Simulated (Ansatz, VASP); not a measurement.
MgI2: VASP beside Ansatz

The input INCAR:

```
PREC     = Accurate       # precision mode
ENCUT    = 520            # plane-wave cutoff, eV
EDIFF    = 1E-7           # SCF threshold, eV
ISMEAR   = 0              # smearing method
SIGMA    = 0.05           # smearing width, eV
LREAL    = False          # projectors in reciprocal space
LASPH    = True           # aspherical terms in the spheres
NELM     = 60             # most SCF steps
ALGO     = Normal         # electronic algorithm
ISIF     = 2              # what is computed and relaxed
LWAVE    = False          # write WAVECAR
LCHARG   = False          # write CHGCAR
GGA      = PE             # functional
NBANDS   = 15             # bands
```

File KPOINTS:

```
Automatic mesh
0
Gamma
  6 6 4
```

POSCAR

```
MgI2
1.0
    4.1537001214      0.0000000000      0.0000000000
   -2.0768500607      3.5972098248      0.0000000000
    0.0000000000      0.0000000000      6.8620000000
Mg I
1 2
Direct
   -0.0208494927     -0.0416989854     -0.0437190324
    0.3333333333      0.6666666667      0.7576300000
    0.6666666667      0.3333333333      0.2423700000
```

Input for Ansatz:

```yaml
crystal:
  lattice:
    - [4.1537001214, 0.0, 0.0]
    - [-2.0768500607, 3.5972098248, 0.0]
    - [0.0, 0.0, 6.862]
  atoms:
    - { symbol: Mg, position: [-0.0208494927, -0.0416989854, -0.0437190324] }
    - { symbol: I, position: [0.3333333333, 0.6666666667, 0.75763] }
    - { symbol: I, position: [0.6666666667, 0.3333333333, 0.24237] }
basis:
  ecutwfc: 420
kpoints:
  mp_grid: { grid: [6, 6, 4] }
hamiltonian:
  xc: pbe
scf:
  occupations: { method: gaussian, width: 0.05 }
output:
  forces: true
  stress: true
  eigenvalues: true
```

Alike in both runs: task single point; functional PBE; k mesh 6 × 6 × 4; occupations gaussian, width 0.05 eV; no spin polarisation.

```csv
,VASP,Ansatz
version,VASP 6.6.1,Ansatz 0.2.0
potentials or method,"VASP PAW PBE potentials, release 64 (Mg, I), cutoff 520 eV","scalar-relativistic, plane waves, PAW"
valence electrons in the cell,16,44
```

VASP gave:

* gap on the k mesh at the Fermi level (eV): 2.83
* least direct gap on the mesh (eV): 2.91
* pressure (GPa): 2.1
* traceless stress, the component that is largest in VASP (GPa): 1.27
* rms of the force components (eV/Å): 0.724

**Question.** What did Ansatz give for the same quantities?

**Answer.** gap on the k mesh at the Fermi level (eV): 2.85; least direct gap on the mesh (eV): 2.92; pressure (GPa): 2.2; traceless stress, the component that is largest in VASP (GPa): 1.27; rms of the force components (eV/Å): 0.724.

Atom by atom the forces differ by 0.004 eV/Å (rms over components). VASP's potentials hold 16 valence electrons a cell and Ansatz's 44, so a difference there can come from the potentials and not from the codes.

Spin-orbit coupling is off throughout.
